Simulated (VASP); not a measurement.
# YMn2 (Fd-3m) in VASP: further runs

Runs on YMn2. Level: PBE. Tasks: single point.

Program: VASP 6.6.1. These are calculated values, not measurements. Logs are shortened: lines on timing, memory, paths and dates and some standing lists are left out, and cuts for length are marked.

## 1. The cell of the first run

The structure is cubic, space group Fd-3m (No. 227). The conventional cell has a = 7.660 Å, b = 7.660 Å, c = 7.660 Å, α = 90.00°, β = 90.00°, γ = 90.00°. Within 4.2 Å of Y (site symmetry -43m) lie 12 Mn at 3.18 Å and 4 Y at 3.32 Å. Within 3.6 Å of Mn (site symmetry -3m) lie 6 Mn at 2.71 Å and 6 Y at 3.18 Å.

## 2. Single point, PBE, collinear spin, ferromagnetic start

File INCAR:

```
PREC = Accurate ; ENCUT = 500
EDIFF = 1E-6 ; ISMEAR = 0
SIGMA = 0.1 ; LREAL = False
LASPH = True ; NELM = 200
ALGO = Normal ; ISIF = 2
LWAVE = False ; LCHARG = False
ISPIN = 2 ; MAGMOM = 0.27 0.27 4.13 4.13 4.13 4.13
LORBIT = 11 ; NUPDOWN = 17.5
LMAXMIX = 4 ; GGA = PE
NBANDS = 50 ; GGA_COMPAT = False
```

File KPOINTS:

```
Automatic mesh
0
Gamma
  8 8 8
```

File POSCAR:

```
YMn2
1.0
    0.0000000000      3.8300000000      3.8300000000
    3.8300000000      0.0000000000      3.8300000000
    3.8300000000      3.8300000000      0.0000000000
Y Mn
2 4
Direct
    0.5000000000      0.5000000000      0.5000000000
    0.7500000000      0.7500000000      0.7500000000
    0.1250000000      0.1250000000      0.1250000000
    0.6250000000      0.1250000000      0.1250000000
    0.1250000000      0.1250000000      0.6250000000
    0.1250000000      0.6250000000      0.1250000000
```

Potentials or basis: VASP PAW PBE potentials, release 64 (Y_sv, Mn_pv).

The run is started by

```sh
$ cat potpaw_PBE.64/Y_sv/POTCAR potpaw_PBE.64/Mn_pv/POTCAR > POTCAR
$ mpirun -np 1 vasp_std > vasp.out
```

OUTCAR:

```text
PREC = Accurate
   ENCUT = 500
   EDIFF = 1E-6
   ISMEAR = 0
   LREAL = False
   LASPH = True
   NELM = 200
   ISIF = 2
   ISPIN = 2
   LORBIT = 11
   NUPDOWN = 17.5
   GGA = PE

 ion  position               nearest neighbor table
   1  0.500  0.500  0.500-   6 3.18   4 3.18   5 3.18   5 3.18   3 3.18   4 3.18   6 3.18   3 3.18
                             3 3.18   4 3.18   5 3.18   6 3.18   2 3.32   2 3.32   2 3.32   2 3.32
   2  0.750  0.750  0.750-   4 3.18   6 3.18   6 3.18   3 3.18   5 3.18   5 3.18   4 3.18   4 3.18
                             5 3.18   3 3.18   6 3.18   3 3.18   1 3.32   1 3.32   1 3.32   1 3.32
   3  0.125  0.125  0.125-   4 2.71   5 2.71   6 2.71   5 2.71   6 2.71   4 2.71   1 3.18   2 3.18
                             1 3.18   2 3.18   1 3.18   2 3.18
   4  0.625  0.125  0.125-   3 2.71   5 2.71   6 2.71   3 2.71   5 2.71   6 2.71   2 3.18   1 3.18
                             2 3.18   1 3.18   1 3.18   2 3.18
   5  0.125  0.125  0.625-   3 2.71   3 2.71   4 2.71   6 2.71   6 2.71   4 2.71   1 3.18   2 3.18
                             1 3.18   2 3.18   1 3.18   2 3.18
   6  0.125  0.625  0.125-   3 2.71   5 2.71   3 2.71   4 2.71   5 2.71   4 2.71   1 3.18   2 3.18
                             2 3.18   1 3.18   1 3.18   2 3.18

  LATTYP: Found a face centered cubic cell.
 ALAT       =     7.6600000000

  Lattice vectors:

 A1 = (   0.0000000000,   3.8300000000,   3.8300000000)
 A2 = (   3.8300000000,   0.0000000000,   3.8300000000)
 A3 = (   3.8300000000,   3.8300000000,   0.0000000000)

Analysis of symmetry for initial positions (statically):
=====================================================================
 Subroutine PRICEL returns:
 Original cell was already a primitive cell.

 Routine SETGRP: Setting up the symmetry group for a
 face centered cubic supercell.

 Subroutine GETGRP returns: Found 48 space group operations
 (whereof 24 operations were pure point group operations)
 out of a pool of 48 trial point group operations.

The static configuration has the point symmetry T_d .
 The point group associated with its full space group is O_h .

Analysis of symmetry for dynamics (positions and initial velocities):
=====================================================================
 Subroutine PRICEL returns:
 Original cell was already a primitive cell.

 Routine SETGRP: Setting up the symmetry group for a
 face centered cubic supercell.

 Subroutine GETGRP returns: Found 48 space group operations
 (whereof 24 operations were pure point group operations)
 out of a pool of 48 trial point group operations.

The dynamic configuration has the point symmetry T_d .
 The point group associated with its full space group is O_h .

Analysis of structural, dynamic, and magnetic symmetry:
=====================================================================
 Subroutine PRICEL returns:
 Original cell was already a primitive cell.

 Routine SETGRP: Setting up the symmetry group for a
 face centered cubic supercell.

 Subroutine GETGRP returns: Found 48 space group operations
 (whereof 24 operations were pure point group operations)
 out of a pool of 48 trial point group operations.

The overall configuration has the point symmetry T_d .
 The point group associated with its full space group is O_h .

 Subroutine INISYM returns: Found 48 space group operations
 (whereof 24 operations are pure point group operations),
 and found     1 'primitive' translations

----------------------------------------------------------------------------------------

                                     Primitive cell

  volume of cell :     112.3638

  direct lattice vectors                    reciprocal lattice vectors
     0.000000000  3.830000000  3.830000000    -0.130548303  0.130548303  0.130548303
     3.830000000  0.000000000  3.830000000     0.130548303 -0.130548303  0.130548303
     3.830000000  3.830000000  0.000000000     0.130548303  0.130548303 -0.130548303

  length of vectors
     5.416437944  5.416437944  5.416437944     0.226116293  0.226116293  0.226116293

  position of ions in fractional coordinates (direct lattice)
     0.500000000  0.500000000  0.500000000
     0.750000000  0.750000000  0.750000000
     0.125000000  0.125000000  0.125000000
     0.625000000  0.125000000  0.125000000
     0.125000000  0.125000000  0.625000000
     0.125000000  0.625000000  0.125000000

  ion indices of the primitive-cell ions
   primitive index   ion index
                 1           1
                 2           2
                 3           3
                 4           4
                 5           5
                 6           6

----------------------------------------------------------------------------------------

 KPOINTS: Automatic mesh

Automatic generation of k-mesh.
 Grid dimensions read from file:
 generate k-points for:    8    8    8

 Generating k-lattice:

  Cartesian coordinates                     Fractional coordinates (reciprocal lattice)
    -0.016318538  0.016318538  0.016318538     0.125000000  0.000000000  0.000000000
     0.016318538 -0.016318538  0.016318538     0.000000000  0.125000000  0.000000000
     0.016318538  0.016318538 -0.016318538     0.000000000  0.000000000  0.125000000

  Length of vectors
     0.028264537  0.028264537  0.028264537

  Shift w.r.t. Gamma in fractional coordinates (k-lattice)
     0.000000000  0.000000000  0.000000000

 Subroutine IBZKPT returns following result:
 ===========================================

 Found     29 irreducible k-points:

 Following reciprocal coordinates:
            Coordinates               Weight
  0.000000  0.000000  0.000000      1.000000
  0.125000  0.000000  0.000000      8.000000
  0.250000  0.000000  0.000000      8.000000
  0.375000  0.000000  0.000000      8.000000
  0.500000  0.000000  0.000000      4.000000
  0.125000  0.125000  0.000000      6.000000
[... 16 lines left out ...]
  0.500000  0.250000  0.125000     48.000000
 -0.375000  0.250000  0.125000     24.000000
 [... further k-points ...]
   k-points           NKPTS =     29   k-points in BZ     NKDIM =     29   number of bands    NBANDS=     50
   number of dos      NEDOS =    301   number of ions     NIONS =      6
   total plane-waves  NPLWV =  64000
   dimension x,y,z NGX =    40 NGY =   40 NGZ =   40
   dimension x,y,z NGXF=    80 NGYF=   80 NGZF=   80
   ions per type =               2   4
   NGX,Y,Z   is equivalent  to a cutoff of  12.28, 12.28, 12.28 a.u.
   NGXF,Y,Z  is equivalent  to a cutoff of  24.55, 24.55, 24.55 a.u.
 SYSTEM =  unknown system
   PREC   = accura    normal or accurate (medium, high low for compatibility)
   ISTART =      0    job   : 0-new  1-cont  2-samecut
   ICHARG =      2    charge: 1-file 2-atom 10-const
   ISPIN  =      2    spin polarized calculation?
   LNONCOLLINEAR =      F non collinear calculations
   LSORBIT =      F    spin-orbit coupling
   LASPH  =      T    aspherical Exc in radial PAW
   ENCUT  =  500.0 eV  36.75 Ry    6.06 a.u.   9.88  9.88  9.88*2*pi/ulx,y,z
   NELM   =    200;   NELMIN=  2; NELMDL= -5     # of ELM steps
   EDIFF  = 0.1E-05   stopping-criterion for ELM
   LREAL  =      F    real-space projection
   EDIFFG = 0.1E-04   stopping-criterion for IOM
   NSW    =      0    number of steps for IOM
   IBRION =     -1    ionic relax: 0-MD 1-quasi-New 2-CG
   NFREE  =      0    steps in history (QN), initial steepest desc. (CG)
   ISIF   =      2    stress and relaxation
   ISYM   =      2    0-nonsym 1-usesym 2-fastsym
   POTIM  = 0.5000    time-step for ionic-motion
   TEBEG  =    0.0;   TEEND  =   0.0 temperature during run
   PSTRESS=    0.0 pullay stress
   NELECT =      74.0000    total number of electrons
   NUPDOWN=      17.5000    fix difference up-down
   EMIN   =  10.00;   EMAX   =-10.00  energy-range for DOS
   EFERMI =   0.00;   METHOD = LEGACY
   ISMEAR =     0;   SIGMA  =   0.10  broadening in eV -4-tet -1-fermi 0-gaus
   EFERMI_NEDOS =   21; number of points for ismear=-14 and -15
   IALGO  =     38    algorithm
   IMIX   =      4    mixing-type and parameters
     AMIX     =   0.40;   BMIX     =  1.00
     AMIX_MAG =   1.60;   BMIX_MAG =  1.00
  volume/ion in A,a.u.               =      18.73       126.38
  Fermi-wavevector in a.u.,A,eV,Ry     =   1.424328  2.691589 27.602273  2.028710
  Thomas-Fermi vector in A             =   2.544831
   LORBIT       =     11    0 simple, 1 ext, 2 COOP (PROOUT), +10 PAW based schemes
   GGA     = PE    functional components
   LHFCALC =     F    Hartree Fock is set to
   AEXX    =    0.0000 exact exchange contribution
   IVDW    =     0    specifies the selected vdW correction
   LEPSILON=     F    determine dielectric tensor
   LRPA    =     F    only Hartree local field effects (RPA)
 spin polarized calculation
 Gauss-broadening in eV      SIGMA  =   0.10
  energy-cutoff  :      500.00
  volume of cell :      112.36
 maximum number of plane-waves:      2884
   NGX = 19   NGY = 19   NGZ = 19

 number of electron      74.0000065 magnetization      17.4999771

 Free energy of the ion-electron system (eV)
  ---------------------------------------------------
  ext. energy  EPLUGINS =         0.00000000
  ---------------------------------------------------
  free energy    TOTEN  =       -45.24237619 eV

  energy without entropy =      -45.18603006  energy(sigma->0) =      -45.21420313

 E-fermi :   5.6293     XC(G=0): -11.2183

 val. band max:        6.7323746293   @ k =  -0.2500   0.3750   0.1250
 cond. band min:       5.6321994913   @ k =   0.5000   0.3750   0.0000
 fundamental gap:     -1.1001751380
 Fermi energy:         6.7572723354

 spin component 1

 k-point     1 :       0.0000    0.0000    0.0000
  band No.  band energies     occupation
      1     -43.8129      1.00000
      2     -43.8128      1.00000
      3     -43.8128      1.00000
      4     -43.8050      1.00000
      5     -43.8050      1.00000
      6     -43.7520      1.00000
[... 41 lines left out ...]
     48       7.3477      0.00000
     49       7.3477      0.00000
[... 1194 lines left out ...]
     48       7.1185      0.00000
     49       7.8187      0.00000

 [... further k-points ...]

 spin component 2

 k-point     1 :       0.0000    0.0000    0.0000
  band No.  band energies     occupation
      1     -39.9687      1.00000
      2     -39.9365      1.00000
      3     -39.9365      1.00000
      4     -39.9365      1.00000
      5     -39.9187      1.00000
      6     -39.9187      1.00000
[... 41 lines left out ...]
     48       9.1933      0.00000
     49       9.1933      0.00000
[... 1194 lines left out ...]
     48       9.2687      0.00000
     49       9.3765      0.00000

 [... further k-points ...]

 [bands above 49 left out]

------------------------ aborting loop because EDIFF is reached ----------------------------------------

  FORCE on cell =-STRESS in cart. coord.  units (eV):
  Direction    XX          YY          ZZ          XY          YZ          ZX
  --------------------------------------------------------------------------------------
  -------------------------------------------------------------------------------------
  Total        7.6090387      7.6090387      7.6090387      0.0000000     -0.0000000      0.0000000
  in kB      108.4960833    108.4960833    108.4960833      0.0000000     -0.0000000      0.0000000
  external PRESSURE =     108.4960833 kB  Pullay stress =       0.0000000 kB

 VOLUME and BASIS-vectors are now :
 -----------------------------------------------------------------------------
  energy-cutoff  :      500.00
  volume of cell :      112.36
      direct lattice vectors                 reciprocal lattice vectors
     0.000000000  3.830000000  3.830000000    -0.130548303  0.130548303  0.130548303
     3.830000000  0.000000000  3.830000000     0.130548303 -0.130548303  0.130548303
     3.830000000  3.830000000  0.000000000     0.130548303  0.130548303 -0.130548303

 POSITION                                       TOTAL-FORCE (eV/Angst)
 -----------------------------------------------------------------------------------
      3.83000      3.83000      3.83000         0.000000      0.000000      0.000000
      5.74500      5.74500      5.74500        -0.000000     -0.000000     -0.000000
      0.95750      0.95750      0.95750        -0.000000      0.000000      0.000000
      0.95750      2.87250      2.87250        -0.000000      0.000000      0.000000
      2.87250      2.87250      0.95750        -0.000000     -0.000000      0.000000
      2.87250      0.95750      2.87250        -0.000000     -0.000000      0.000000
 -----------------------------------------------------------------------------------
    total drift:                                0.000000     -0.000000      0.000000

  FREE ENERGIE OF THE ION-ELECTRON SYSTEM (eV)
  ---------------------------------------------------
  free  energy   TOTEN  =       -45.2423761901 eV

  energy  without entropy=      -45.1860300637  energy(sigma->0) =      -45.21420313

 total charge

# of ion       s       p       d       f       tot
--------------------------------------------------
    1        2.277   6.357   1.051   0.028   9.713
    2        2.277   6.357   1.051   0.028   9.713
    3        0.371   6.252   4.938   0.000  11.561
    4        0.371   6.252   4.938   0.000  11.561
    5        0.371   6.252   4.938   0.000  11.561
    6        0.371   6.252   4.938   0.000  11.561
--------------------------------------------------
tot          6.037  37.724  21.854   0.055  65.671

 magnetization (x)

# of ion       s       p       d       f       tot
--------------------------------------------------
    1       -0.009   0.101   0.227   0.013   0.331
    2       -0.009   0.101   0.227   0.013   0.331
    3        0.017   0.117   3.603   0.000   3.737
    4        0.017   0.117   3.603   0.000   3.737
    5        0.017   0.117   3.603   0.000   3.737
    6        0.017   0.117   3.603   0.000   3.737
--------------------------------------------------
tot          0.051   0.668  14.865   0.025  15.610
```

It took 5.8 min on 1 thread of Intel Xeon Platinum 8259CL at 2.50GHz (Skylake/Cascade Lake), shared host; peak memory 0.43 GiB.

What came out:

```
Free energy                                           : -45.2424 eV
Pressure                                              : 10.8 GPa
Net moment                                            : 17.50 μB per cell
Site moments                                          : Y +0.33; Mn +3.74 μB
Valence electrons inside the program's atomic spheres : Y 9.71; Mn 11.56
```

Caveat: the cell stands under pressure; the total moment is fixed, so each spin has its own Fermi level.

## 3. Single point, PBE, collinear spin, ferrimagnetic start

File INCAR:

```
SYSTEM = YMn2
PREC = Accurate ; ENCUT = 500
EDIFF = 1E-6 ; ISMEAR = 0
SIGMA = 0.1 ; LREAL = .FALSE.
LASPH = .TRUE. ; NELM = 200
ALGO = Normal ; ISIF = 2
LWAVE = .FALSE. ; LCHARG = .FALSE.
ISPIN = 2 ; MAGMOM = -0.2 -0.2 0.91 0.91 0.91 0.91
LORBIT = 11 ; NUPDOWN = 2.5
LMAXMIX = 4 ; GGA = PE
NBANDS = 50 ; GGA_COMPAT = .FALSE.
```

File KPOINTS:

```
Automatic mesh
0
G
  8 8 8
  0 0 0
```

POSCAR is that of step 2.

Potentials or basis: VASP PAW PBE potentials, release 64 (Y_sv, Mn_pv).

The run is started by

```sh
$ cat potpaw_PBE.64/Y_sv/POTCAR potpaw_PBE.64/Mn_pv/POTCAR > POTCAR
$ mpirun -np 1 vasp_std > vasp.out
```

Run time: 8.3 min. Hardware: 1 thread of Intel Xeon Platinum 8375C at 2.90GHz (Ice Lake), shared host; peak memory 0.44 GiB.

The run converged. Its results:

* Free energy: -46.9287 eV
* Pressure: -16.0 GPa
* Net moment: 2.50 μB per cell
* Site moments: Y -0.25; Mn +0.83 μB
* Valence electrons inside the program's atomic spheres: Y 9.63; Mn 11.56

Caveat: the cell stands under tension; the total moment is fixed, so each spin has its own Fermi level.
